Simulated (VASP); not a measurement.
Input of a VASP 6.6.1 run:

INCAR

```
  ALGO = Fast
  EDIFF = 1E-6
  ENCUT = 520
  GGA = PE
  ISIF = 2
  ISMEAR = 0
  LASPH = True
  LCHARG = False
  LREAL = False
  LWAVE = False
  NBANDS = 18
  NELM = 60
  PREC = Accurate
  SIGMA = 0.1
```

File KPOINTS:

```
k-points
0
Gamma
  6 6 4
```

File POSCAR:

```
TiAl3
1.0
    3.7359286800      0.0000000000      0.0000000000
    0.0000000000      3.7359286800      0.0000000000
    0.0000000000      0.0000000000      4.7026464000
Ti Al
1 3
Direct
    0.5000000000      0.5000000000      0.9438219900
    0.5000000000      0.0000000000      0.3454438800
    0.0000000000      0.5000000000      0.3454438800
    0.5000000000      0.5000000000      0.4639863900
```

Potentials or basis: VASP PAW PBE potentials, release 64 (Ti_sv, Al).

Launch:

```console
$ cat potpaw_PBE.64/Ti_sv/POTCAR potpaw_PBE.64/Al/POTCAR > POTCAR
$ mpirun -np 1 vasp_std > vasp.out
```

Task: Predict the largest force.

Result: 7.023 eV/Å.

Task: Predict the pressure.

Result: 63.5 GPa.

Stress tensor (GPa, compression positive):
```
79.24  0.00  0.00
 0.00 79.24  0.00
 0.00  0.00 32.09
```

Caveat: forces of over 1 eV/Å act on the atoms, so gaps and moduli don't describe the material at rest.
